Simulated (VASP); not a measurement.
# Hf (Fm-3m) in VASP: notebook, part 2 of 2

VASP 6.6.1. The steps go on from the part before.

## Step 4: Single point, PBE+D4, non-collinear spin, typed start, spin-orbit coupling

The input, INCAR:

```
SYSTEM = Hf
ALGO     = Normal         ! electronic algorithm
EDIFF    = 1E-6           ! SCF threshold, eV
ENCUT    = 520            ! plane-wave cutoff, eV
GGA      = PE             ! functional
GGA_COMPAT= .FALSE.      
ISIF     = 2              ! what is computed and relaxed
ISMEAR   = -5             ! smearing method
IVDW     = 13             ! dispersion correction
LASPH    = .TRUE.         ! aspherical terms in the spheres
LCHARG   = .FALSE.        ! write CHGCAR
LMAXMIX  = 4              ! l up to which the mixer works
LORBIT   = 11             ! projections on sites
LORBMOM  = .TRUE.       
LREAL    = .FALSE.        ! projectors in reciprocal space
LSORBIT  = .TRUE.         ! spin-orbit coupling
LWAVE    = .FALSE.        ! write WAVECAR
MAGMOM   = 0.289 0.289 0.289 ! initial moments
NBANDS   = 21             ! bands
NELM     = 150            ! most SCF steps
PREC     = Accurate       ! precision mode
SIGMA    = 0.05           ! smearing width, eV
```

The input, KPOINTS:

```
k-points
0
G
  10 10 10
  0 0 0
```

The input, POSCAR:

```
Hf
1.0
    0.0000000000      2.2200000000      2.2200000000
    2.2200000000      0.0000000000      2.2200000000
    2.2200000000      2.2200000000      0.0000000000
Hf
1
Direct
    0.0000000000      0.0000000000      0.0000000000
```

Potentials or basis: VASP PAW PBE potentials, release 64 (Hf_pv).

Command:

```bash
> cat potpaw_PBE.64/Hf_pv/POTCAR > POTCAR
> mpirun -np 1 vasp_ncl > vasp.out
```

OUTCAR:

```text
SYSTEM = Hf
   EDIFF = 1E-6
   ENCUT = 520
   GGA = PE
   ISIF = 2
   ISMEAR = -5
   IVDW = 13
   LASPH = .TRUE.
   LORBIT = 11
   LREAL = .FALSE.
   LSORBIT = .TRUE.
   NELM = 150
   PREC = Accurate

 ion  position               nearest neighbor table
   1  0.000  0.000  0.000-

  LATTYP: Found a face centered cubic cell.
 ALAT       =     4.4400000000

  Lattice vectors:

 A1 = (   0.0000000000,   2.2200000000,   2.2200000000)
 A2 = (   2.2200000000,   0.0000000000,   2.2200000000)
 A3 = (   2.2200000000,   2.2200000000,   0.0000000000)

Analysis of symmetry for initial positions (statically):
=====================================================================
 Subroutine PRICEL returns:
 Original cell was already a primitive cell.

 Routine SETGRP: Setting up the symmetry group for a
 face centered cubic supercell.

 Subroutine GETGRP returns: Found 48 space group operations
 (whereof 48 operations were pure point group operations)
 out of a pool of 48 trial point group operations.

The static configuration has the point symmetry O_h .

Analysis of symmetry for dynamics (positions and initial velocities):
=====================================================================
 Subroutine PRICEL returns:
 Original cell was already a primitive cell.

 Routine SETGRP: Setting up the symmetry group for a
 face centered cubic supercell.

 Subroutine GETGRP returns: Found 48 space group operations
 (whereof 48 operations were pure point group operations)
 out of a pool of 48 trial point group operations.

The dynamic configuration has the point symmetry O_h .

Analysis of structural, dynamic, and magnetic symmetry:
=====================================================================
 Subroutine PRICEL returns:
 Original cell was already a primitive cell.

 Routine SETGRP: Setting up the symmetry group for a
 face centered cubic supercell.

 Subroutine GETGRP returns: Found  6 space group operations
 (whereof  6 operations were pure point group operations)
 out of a pool of 48 trial point group operations.

The overall configuration has the point symmetry S_6 .

 Subroutine INISYM returns: Found  6 space group operations
 (whereof  6 operations are pure point group operations),
 and found     1 'primitive' translations

----------------------------------------------------------------------------------------

                                     Primitive cell

  volume of cell :      21.8821

  direct lattice vectors                    reciprocal lattice vectors
     0.000000000  2.220000000  2.220000000    -0.225225225  0.225225225  0.225225225
     2.220000000  0.000000000  2.220000000     0.225225225 -0.225225225  0.225225225
     2.220000000  2.220000000  0.000000000     0.225225225  0.225225225 -0.225225225

  length of vectors
     3.139554108  3.139554108  3.139554108     0.390101533  0.390101533  0.390101533

  position of ions in fractional coordinates (direct lattice)
     0.000000000  0.000000000  0.000000000

  ion indices of the primitive-cell ions
   primitive index   ion index
                 1           1

----------------------------------------------------------------------------------------

[... 97 lines left out ...]
   LHFCALC =     F    Hartree Fock is set to
   AEXX    =    0.0000 exact exchange contribution
   IVDW    =    13    specifies the selected vdW correction
   LEPSILON=     F    determine dielectric tensor
   LRPA    =     F    only Hartree local field effects (RPA)
 Fermi weights with tetrahedron method with Bloechl corrections
  energy-cutoff  :      520.00
  volume of cell :       21.88
 maximum number of plane-waves:      1218
   NGX = 11   NGY = 11   NGZ = 11

 number of electron      10.0000000 magnetization      -0.0001715     -0.0001715     -0.0001715

 number of electron      10.0000000 magnetization       0.0000766      0.0000766      0.0000766

 Free energy of the ion-electron system (eV)
  ---------------------------------------------------
  ext. energy  EPLUGINS =         0.00000000
  ---------------------------------------------------
  free energy    TOTEN  =       -10.53472034 eV

  energy without entropy =      -10.53472034  energy(sigma->0) =      -10.53472034

 E-fermi :   4.9115     XC(G=0): -11.3898

 val. band max:        5.0078329235   @ k =   0.1000   0.1000   0.5000
 cond. band min:       4.9819131261   @ k =  -0.4000  -0.2000   0.5000
 fundamental gap:     -0.0259197974
 Fermi energy:         4.9115099989

 k-point     1 :       0.0000    0.0000    0.0000
  band No.  band energies     occupation
      1     -29.9362      1.00000
      2     -29.9362      1.00000
      3     -22.7911      1.00000
      4     -22.7910      1.00000
      5     -22.7910      1.00000
      6     -22.7910      1.00000
[... 565 lines left out ...]
     20      15.4278      0.00000
     21      17.9044      0.00000

 [... further k-points ...]

------------------------ aborting loop because EDIFF is reached ----------------------------------------

  DFT-D4 for vdW energy calculation

  Edisp (eV):   -0.21392

  FORCE on cell =-STRESS in cart. coord.  units (eV):
  Direction    XX          YY          ZZ          XY          YZ          ZX
  --------------------------------------------------------------------------------------
  -------------------------------------------------------------------------------------
  Total       0.13301     0.13301     0.13301     0.00000     0.00000     0.00000
  in kB       9.73906     9.73906     9.73906     0.00003     0.00003     0.00003
  external pressure =        9.74 kB  Pullay stress =        0.00 kB

 VOLUME and BASIS-vectors are now :
 -----------------------------------------------------------------------------
  energy-cutoff  :      520.00
  volume of cell :       21.88
      direct lattice vectors                 reciprocal lattice vectors
     0.000000000  2.220000000  2.220000000    -0.225225225  0.225225225  0.225225225
     2.220000000  0.000000000  2.220000000     0.225225225 -0.225225225  0.225225225
     2.220000000  2.220000000  0.000000000     0.225225225  0.225225225 -0.225225225

 POSITION                                       TOTAL-FORCE (eV/Angst)
 -----------------------------------------------------------------------------------
      0.00000      0.00000      0.00000        -0.000000     -0.000000     -0.000000
 -----------------------------------------------------------------------------------
    total drift:                                0.000000      0.000000     -0.000000

  FREE ENERGIE OF THE ION-ELECTRON SYSTEM (eV)
  ---------------------------------------------------
  free  energy   TOTEN  =       -10.7486422201 eV

  energy  without entropy=      -10.7486422201  energy(sigma->0) =      -10.74864222

 orbital moment (x)

 # of ion     p       d       tot
 ----------------------------------------
  1        -0.000  -0.000  -0.000
 ----------------------------------------
           -0.000  -0.000  -0.000

 orbital moment (y)

 # of ion     p       d       tot
 ----------------------------------------
  1        -0.000  -0.000  -0.000
 ----------------------------------------
           -0.000  -0.000  -0.000

 orbital moment (z)

 # of ion     p       d       tot
 ----------------------------------------
  1        -0.000  -0.000  -0.000
 ----------------------------------------
           -0.000  -0.000  -0.000

 Spin-Orbit-Coupling matrix elements

 Ion:    1  E_soc:     -1.3595375
 l=   1
     0.0000000    -0.2187672    -0.2187672
    -0.2187672     0.0000000    -0.2187672
    -0.2187672    -0.2187672     0.0000000
 l=   2
     0.0000000    -0.0017359     0.0000000    -0.0017359    -0.0060865
    -0.0017359     0.0000000    -0.0045648    -0.0017359    -0.0015216
     0.0000000    -0.0045648     0.0000000    -0.0045648     0.0000000
    -0.0017359    -0.0017359    -0.0045648     0.0000000    -0.0015216
    -0.0060865    -0.0015216     0.0000000    -0.0015216     0.0000000
 l=   3
     0.0000000     0.0000000     0.0000000     0.0000000     0.0000000     0.0000000     0.0000000
     0.0000000     0.0000000     0.0000000     0.0000000     0.0000000     0.0000000     0.0000000
     0.0000000     0.0000000     0.0000000     0.0000000     0.0000000     0.0000000     0.0000000
     0.0000000     0.0000000     0.0000000     0.0000000     0.0000000     0.0000000     0.0000000
     0.0000000     0.0000000     0.0000000     0.0000000     0.0000000     0.0000000     0.0000000
     0.0000000     0.0000000     0.0000000     0.0000000     0.0000000     0.0000000     0.0000000
     0.0000000     0.0000000     0.0000000     0.0000000     0.0000000     0.0000000     0.0000000

 total charge

# of ion       s       p       d       tot
------------------------------------------
    1        0.394   6.449   1.587   8.430

 magnetization (x)

# of ion       s       p       d       tot
------------------------------------------
    1        0.000   0.000   0.000   0.000

 magnetization (y)

# of ion       s       p       d       tot
------------------------------------------
    1        0.000   0.000   0.000   0.000

 magnetization (z)

# of ion       s       p       d       tot
------------------------------------------
    1        0.000   0.000   0.000   0.000
```

Run time: 3.3 min. Hardware: 1 thread of Intel Xeon 8259CL, shared host; peak memory 0.28 GiB.

Results:

| Item | Value |
| --- | --- |
| Free energy | -10.7486 eV |
| Pressure | 1.0 GPa |
| Net moment | 0.00 μB per cell |
| Valence electrons inside the program's atomic spheres | Hf 8.43 |
| Dispersion energy per atom | -0.214 eV |

Moments on the atoms (μB; x, y, z):
```
Hf  0.00 0.00 0.00
```

## Step 5: Single point, PBEsol

The input, INCAR:

```
PREC = Accurate ; ENCUT = 520
EDIFF = 1E-7 ; ISMEAR = -1
SIGMA = 0.05 ; LREAL = False
LASPH = True ; NELM = 80
ALGO = Normal ; ISIF = 2
LWAVE = False ; LCHARG = True
GGA = PS ; LELF = True
LVHAR = True ; NBANDS = 11
```

The input, KPOINTS:

```
Automatic mesh
0
Gamma
  8 8 8
```

POSCAR is that of step 4.

Command:

```bash
> cat potpaw_PBE.64/Hf_pv/POTCAR > POTCAR
> mpirun -np 1 vasp_std > vasp.out
```

It took 12 s on 1 thread of Intel Xeon 8259CL, shared host; peak memory 0.14 GiB.

Results (log left out):

| Property | Result |
| --- | --- |
| Free energy | -10.4252 eV |
| Pressure | -2.0 GPa |
| Band gap on the k mesh | zero (band 5 reaches 6.13 eV, above the bottom of band 6 at 4.34 eV) |

Levels at points of the mesh, in eV from the Fermi level:
| k point | band 1 | band 2 | band 3 | band 4 | band 5 | band 6 | band 7 | band 8 | band 9 | band 10 |
| --- | --- | --- | --- | --- | --- | --- | --- | --- | --- | --- |
| (0.00, 0.00, 0.00) | -29.90 | -29.90 | -29.90 | -7.31 | 1.38 | 1.38 | 1.38 | 4.24 | 4.24 | 11.42 |
| (0.50, 0.00, 0.00) | -30.79 | -30.02 | -30.02 | -3.73 | 0.67 | 1.15 | 1.15 | 6.44 | 6.44 | 9.62 |
| (0.50, 0.50, 0.00) | -30.73 | -30.22 | -30.22 | -3.37 | -2.23 | 2.64 | 6.45 | 7.09 | 7.09 | 10.07 |

Caveat: the PAW data sets were made with another functional, which shifts forces and pressure a little; spin-orbit coupling is left out, which moves the levels of the heavy elements.

## Step 6: Summary

```csv
task,level,spin,cell,k mesh,cutoff (eV),smearing,gap on the mesh (eV),pressure (GPa)
relaxation of cell and atoms,RPBE+D4,off,relaxed,10 × 10 × 10,600,fermi-dirac 0.05 eV,none,0.0
single point,revPBE+D3(BJ),off,as given,10 × 10 × 10,520,tetrahedron,none,-0.9
single point,PBE+D4,"non-collinear, typed start, SOC",as given,10 × 10 × 10,520,tetrahedron,-,1.0
single point,PBEsol,off,as given,8 × 8 × 8,520,fermi-dirac 0.05 eV,none,-2.0
```

Alike in all rows: potentials or basis VASP PAW PBE potentials, release 64 (Hf_pv).

The pressure there spans -2.0 GPa (PBEsol) to 1.0 GPa (PBE+D4); a positive pressure means that this level wants a larger cell, a negative one a smaller.

Caveats: the PAW data sets were made with another functional, which shifts forces and pressure a little (some runs); spin-orbit coupling is left out, which moves the levels of the heavy elements (some runs); pairwise dispersion overbinds metals, which lowers pressure and volume (some runs); tetrahedron occupations give inexact forces and stress in metals (some runs).

Total energies depend on the potentials used, so only differences within one code and one set of settings carry meaning.
